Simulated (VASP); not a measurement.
# Li (Fd-3m) in VASP: a series of runs

Runs on Li. Level: PBE. Tasks: single point.

Everything below comes from runs of VASP 6.6.1. Logs are shortened: lines on timing, memory, paths and dates and some standing lists are left out, and cuts for length are marked.

**1. The cell of the first run**

The structure is cubic, space group Fd-3m (No. 227). The conventional cell has a = 5.910 Å, b = 5.910 Å, c = 5.910 Å, α = 90.00°, β = 90.00°, γ = 90.00°. Within 3.4 Å of Li (site symmetry -43m) lie 4 Li at 2.56 Å.

**2. Single point, PBE**

Input file INCAR:

```
SYSTEM = Li
PREC = Accurate
ENCUT = 520
EDIFF = 1E-6
ISMEAR = -1
SIGMA = 0.1
LREAL = .FALSE.
LASPH = .TRUE.
NELM = 60
ALGO = Normal
ISIF = 2
LWAVE = .FALSE.
LCHARG = .TRUE.
GGA = PE
LELF = .TRUE.
LVHAR = .TRUE.
NBANDS = 10
```

Input file KPOINTS:

```
Automatic mesh
0
G
  9 9 9
  0 0 0
```

Input file POSCAR:

```
Li
1.0
    0.0000000000      2.9548570515      2.9548570515
    2.9548570515      0.0000000000      2.9548570515
    2.9548570515      2.9548570515      0.0000000000
Li
2
Direct
    0.1250000000      0.1250000000      0.1250000000
    0.8750000000      0.8750000000      0.8750000000
```

Potentials or basis: VASP PAW PBE potentials, release 64 (Li_sv).

The run is started by

```sh
$ cat potpaw_PBE.64/Li_sv/POTCAR > POTCAR
$ mpirun -np 1 vasp_std > vasp.out
```

OUTCAR:

```text
SYSTEM = Li
   PREC = Accurate
   ENCUT = 520
   EDIFF = 1E-6
   ISMEAR = -1
   LREAL = .FALSE.
   LASPH = .TRUE.
   NELM = 60
   ISIF = 2
   GGA = PE

 ion  position               nearest neighbor table
   1  0.125  0.125  0.125-   2 2.56   2 2.56   2 2.56   2 2.56
   2  0.875  0.875  0.875-   1 2.56   1 2.56   1 2.56   1 2.56

  LATTYP: Found a face centered cubic cell.
 ALAT       =     5.9097141030

  Lattice vectors:

 A1 = (   0.0000000000,   2.9548570515,   2.9548570515)
 A2 = (   2.9548570515,   0.0000000000,   2.9548570515)
 A3 = (   2.9548570515,   2.9548570515,   0.0000000000)

Analysis of symmetry for initial positions (statically):
=====================================================================
 Subroutine PRICEL returns:
 Original cell was already a primitive cell.

 Routine SETGRP: Setting up the symmetry group for a
 face centered cubic supercell.

 Subroutine GETGRP returns: Found 48 space group operations
 (whereof 12 operations were pure point group operations)
 out of a pool of 48 trial point group operations.

The static configuration has the point symmetry D_3d.
 The point group associated with its full space group is O_h .

Analysis of symmetry for dynamics (positions and initial velocities):
=====================================================================
 Subroutine PRICEL returns:
 Original cell was already a primitive cell.

 Routine SETGRP: Setting up the symmetry group for a
 face centered cubic supercell.

 Subroutine GETGRP returns: Found 48 space group operations
 (whereof 12 operations were pure point group operations)
 out of a pool of 48 trial point group operations.

The dynamic configuration has the point symmetry D_3d.
 The point group associated with its full space group is O_h .

 Subroutine INISYM returns: Found 48 space group operations
 (whereof 12 operations are pure point group operations),
 and found     1 'primitive' translations

----------------------------------------------------------------------------------------

                                     Primitive cell

  volume of cell :      51.5988

  direct lattice vectors                    reciprocal lattice vectors
     0.000000000  2.954857051  2.954857051    -0.169212923  0.169212923  0.169212923
     2.954857051  0.000000000  2.954857051     0.169212923 -0.169212923  0.169212923
     2.954857051  2.954857051  0.000000000     0.169212923  0.169212923 -0.169212923

  length of vectors
     4.178798917  4.178798917  4.178798917     0.293085381  0.293085381  0.293085381
[... 81 lines left out ...]
   EDIFF  = 0.1E-05   stopping-criterion for ELM
   LREAL  =      F    real-space projection
   EDIFFG = 0.1E-04   stopping-criterion for IOM
   NSW    =      0    number of steps for IOM
   IBRION =     -1    ionic relax: 0-MD 1-quasi-New 2-CG
   NFREE  =      0    steps in history (QN), initial steepest desc. (CG)
   ISIF   =      2    stress and relaxation
   ISYM   =      2    0-nonsym 1-usesym 2-fastsym
   POTIM  = 0.5000    time-step for ionic-motion
   TEBEG  =    0.0;   TEEND  =   0.0 temperature during run
   PSTRESS=    0.0 pullay stress
   NELECT =       6.0000    total number of electrons
   NUPDOWN=      -1.0000    fix difference up-down
   EMIN   =  10.00;   EMAX   =-10.00  energy-range for DOS
   EFERMI =   0.00;   METHOD = LEGACY
   ISMEAR =    -1;   SIGMA  =   0.10  broadening in eV -4-tet -1-fermi 0-gaus
   EFERMI_NEDOS =   21; number of points for ismear=-14 and -15
   IALGO  =     38    algorithm
   IMIX   =      4    mixing-type and parameters
     AMIX     =   0.40;   BMIX     =  1.00
     AMIX_MAG =   1.60;   BMIX_MAG =  1.00
  volume/ion in A,a.u.               =      25.80       174.10
  Fermi-wavevector in a.u.,A,eV,Ry     =   0.799059  1.510002  8.687253  0.638495
  Thomas-Fermi vector in A             =   1.906089
   LORBIT       =      0    0 simple, 1 ext, 2 COOP (PROOUT), +10 PAW based schemes
   GGA     = PE    functional components
   LHFCALC =     F    Hartree Fock is set to
   AEXX    =    0.0000 exact exchange contribution
   IVDW    =     0    specifies the selected vdW correction
   LEPSILON=     F    determine dielectric tensor
   LRPA    =     F    only Hartree local field effects (RPA)
 non-spin polarized calculation
  energy-cutoff  :      520.00
  volume of cell :       51.60
 maximum number of plane-waves:      1411
   NGX = 15   NGY = 15   NGZ = 15

 number of electron       6.0000018 magnetization

 Free energy of the ion-electron system (eV)
  ---------------------------------------------------
  ext. energy  EPLUGINS =         0.00000000
  ---------------------------------------------------
  free energy    TOTEN  =        -2.79484648 eV

  energy without entropy =       -2.76938097  energy(sigma->0) =       -2.78211373

 E-fermi :   0.1662     XC(G=0):  -6.4601

 val. band max:        0.1330859353   @ k =   0.4444   0.0000   0.0000
 cond. band min:       0.2271367605   @ k =  -0.4444   0.2222   0.0000
 fundamental gap:      0.0940508252
 Fermi energy:         0.1662299964

 k-point     1 :       0.0000    0.0000    0.0000
  band No.  band energies     occupation
      1     -47.6107      2.00000
      2     -47.5358      2.00000
      3      -3.1716      2.00000
      4       5.7057      0.00000
      5       5.7058      0.00000
      6       5.7058      0.00000
      7       6.8201      0.00000
      8       6.8202      0.00000
      9       6.8202      0.00000
     10      11.4887      0.00000
[... 287 lines left out ...]
 k-point    24 :       0.4444    0.4444    0.0000
  band No.  band energies     occupation
      1     -47.5795      2.00000
      2     -47.5664      2.00000
      3      -0.4722      1.99663
      4       1.0558      0.00027
      5       2.4274      0.00000
      6       2.4274      0.00000
      7       5.7983      0.00000
      8       5.8456      0.00000
      9      13.0033      0.00000
     10      13.0033      0.00000

 [... further k-points ...]
[... 5 lines left out ...]
  --------------------------------------------------------------------------------------
  -------------------------------------------------------------------------------------
  Total       -0.0270394     -0.0270394     -0.0270394     -0.0000000      0.0000000     -0.0000000
  in kB       -0.8395914     -0.8395914     -0.8395914     -0.0000000      0.0000000     -0.0000000
  external PRESSURE =      -0.8395914 kB  Pullay stress =       0.0000000 kB

 VOLUME and BASIS-vectors are now :
 -----------------------------------------------------------------------------
  energy-cutoff  :      520.00
  volume of cell :       51.60
      direct lattice vectors                 reciprocal lattice vectors
     0.000000000  2.954857051  2.954857051    -0.169212923  0.169212923  0.169212923
     2.954857051  0.000000000  2.954857051     0.169212923 -0.169212923  0.169212923
     2.954857051  2.954857051  0.000000000     0.169212923  0.169212923 -0.169212923

 POSITION                                       TOTAL-FORCE (eV/Angst)
 -----------------------------------------------------------------------------------
      0.73871      0.73871      0.73871         0.000000     -0.000000     -0.000000
      5.17100      5.17100      5.17100        -0.000000      0.000000      0.000000
 -----------------------------------------------------------------------------------
    total drift:                                0.000000      0.000000      0.000000

  FREE ENERGIE OF THE ION-ELECTRON SYSTEM (eV)
  ---------------------------------------------------
  free  energy   TOTEN  =        -2.7948464823 eV

  energy  without entropy=       -2.7693809682  energy(sigma->0) =       -2.78211373
```

OSZICAR:

```text
N       E                     dE             d eps       ncg     rms          rms(c)
DAV:   1     0.167199318629E+02    0.16720E+02   -0.31574E+03   700   0.552E+02
DAV:   2     0.387935788222E+00   -0.16332E+02   -0.16067E+02   866   0.103E+02
DAV:   3    -0.273769677107E+01   -0.31256E+01   -0.30911E+01  1236   0.318E+01
DAV:   4    -0.280067997449E+01   -0.62983E-01   -0.62896E-01   904   0.580E+00
DAV:   5    -0.280162319386E+01   -0.94322E-03   -0.94315E-03  1028   0.698E-01    0.341E-01
DAV:   6    -0.279737038621E+01    0.42528E-02   -0.13458E-03  1250   0.143E-01    0.190E-01
DAV:   7    -0.279486660454E+01    0.25038E-02   -0.33596E-03  1356   0.197E-01    0.669E-02
DAV:   8    -0.279485455457E+01    0.12050E-04   -0.64324E-05   828   0.695E-02    0.371E-03
DAV:   9    -0.279484974677E+01    0.48078E-05   -0.68593E-06  1110   0.208E-02    0.155E-03
DAV:  10    -0.279484637280E+01    0.33740E-05   -0.17894E-07   510   0.412E-03    0.165E-03
DAV:  11    -0.279484648227E+01   -0.10947E-06   -0.65052E-08   450   0.206E-03
   1 F= -.27948465E+01 E0= -.27821137E+01  d E =-.254655E-01
```

It took 10 s on 1 thread of AMD EPYC 9R45 (Zen 5), shared host; peak memory 0.13 GiB.

What came out:

```yaml
Free_energy: -2.7948 eV
Band_gap_on_the_k_mesh: zero (band 3 reaches 0.46 eV, above the bottom of band 4 at -0.04 eV)
```

Levels at points of the mesh, in eV from the Fermi level:
```csv
k point,band 1,band 2,band 3,band 4,band 5,band 6,band 7,band 8
"(0.00, 0.00, 0.00)",-47.78,-47.70,-3.34,5.54,5.54,5.54,6.65,6.65
```

Caveat: the cutoff is under 1.25 times the usual one of these potentials, so pressure, stress and relaxed cells hold a basis-set (Pulay) error.

**3. Single point, PBE (volume scaled by 0.88)**

Input file INCAR:

```
PREC = Accurate
ENCUT = 520
EDIFF = 1E-7
ISMEAR = -1
SIGMA = 0.1
LREAL = F
LASPH = T
NELM = 100
ALGO = Normal
ISIF = 2
LWAVE = F
LCHARG = F
GGA = PE
NBANDS = 10
```

Input file KPOINTS:

```
regular mesh
0
Gamma
  10 10 10
```

Input file POSCAR:

```
Li
1.0
    0.0000000000      2.8315921503      2.8315921503
    2.8315921503      0.0000000000      2.8315921503
    2.8315921503      2.8315921503      0.0000000000
Li
2
Direct
    0.1250000000      0.1250000000      0.1250000000
    0.8750000000      0.8750000000      0.8750000000
```

Potentials or basis: VASP PAW PBE potentials, release 64 (Li_sv).

The run is started by

```sh
$ cat potpaw_PBE.64/Li_sv/POTCAR > POTCAR
$ mpirun -np 1 vasp_std > vasp.out
```

Wall time 12 s (1 thread of AMD EPYC 9R45 (Zen 5), shared host); peak memory 0.13 GiB.

Results (log left out):

| Item | Value |
| --- | --- |
| Free energy | -2.7791 eV |
| Band gap on the k mesh | zero (band 3 reaches 1.02 eV, above the bottom of band 4 at 0.33 eV) |

Levels at points of the mesh, in eV from the Fermi level:
```tsv
k point	band 1	band 2	band 3	band 4	band 5	band 6	band 7	band 8
(0.00, 0.00, 0.00)	-47.80	-47.69	-3.58	6.00	6.00	6.00	7.15	7.15
(0.50, 0.00, 0.00)	-47.77	-47.71	-1.43	-0.24	4.50	4.50	7.47	7.47
(0.50, 0.50, 0.00)	-47.74	-47.74	0.07	0.07	2.32	2.32	6.15	6.15
```

Caveat: the cutoff is under 1.25 times the usual one of these potentials, so pressure, stress and relaxed cells hold a basis-set (Pulay) error.

**4. Single point, PBE (volume scaled by 0.92)**

Input file INCAR:

```
ALGO = Normal
EDIFF = 1E-7
ENCUT = 520
GGA = PE
ISIF = 2
ISMEAR = -1
LASPH = T
LCHARG = F
LREAL = F
LWAVE = F
NBANDS = 10
NELM = 80
PREC = Accurate
SIGMA = 0.1
```

Input file KPOINTS:

```
k-points
0
Gamma
  10 10 10
```

Input file POSCAR:

```
Li
1.0
    0.0000000000      2.8738609514      2.8738609514
    2.8738609514      0.0000000000      2.8738609514
    2.8738609514      2.8738609514      0.0000000000
Li
2
Direct
    0.1250000000      0.1250000000      0.1250000000
    0.8750000000      0.8750000000      0.8750000000
```

The run is started by

```sh
$ cat potpaw_PBE.64/Li_sv/POTCAR > POTCAR
$ mpirun -np 1 vasp_std > vasp.out
```

It took 12 s on 1 thread of AMD EPYC 9R45 (Zen 5), shared host; peak memory 0.13 GiB.

Results (log left out):

* Free energy: -2.7877 eV
* Band gap on the k mesh: zero (band 3 reaches 0.89 eV, above the bottom of band 4 at 0.15 eV)

Levels at points of the mesh, in eV from the Fermi level:
```csv
k point,band 1,band 2,band 3,band 4,band 5,band 6,band 7
"(0.00, 0.00, 0.00)",-47.78,-47.68,-3.49,5.84,5.84,5.84,6.98
"(0.50, 0.00, 0.00)",-47.76,-47.71,-1.34,-0.27,4.39,4.39,7.30
"(0.50, 0.50, 0.00)",-47.73,-47.73,0.08,0.08,2.29,2.29,5.97
```

Caveat: the cutoff is under 1.25 times the usual one of these potentials, so pressure, stress and relaxed cells hold a basis-set (Pulay) error.

**5. Summary**

```csv
cell,k mesh,gap on the mesh (eV)
"a = 4.179 Å, angles 60.0°, 2 atoms",9 × 9 × 9,none
"a = 4.004 Å, angles 60.0°, 2 atoms",10 × 10 × 10,none
"a = 4.064 Å, angles 60.0°, 2 atoms",10 × 10 × 10,none
```

Alike in all rows: task single point; level PBE; potentials or basis VASP PAW PBE potentials, release 64 (Li_sv); no spin polarisation; cutoff (eV) 520; smearing fermi-dirac 0.1 eV.

Caveats: the cutoff is under 1.25 times the usual one of these potentials, so pressure, stress and relaxed cells hold a basis-set (Pulay) error.

Total energies depend on the potentials used, so only differences within one code and one set of settings carry meaning.
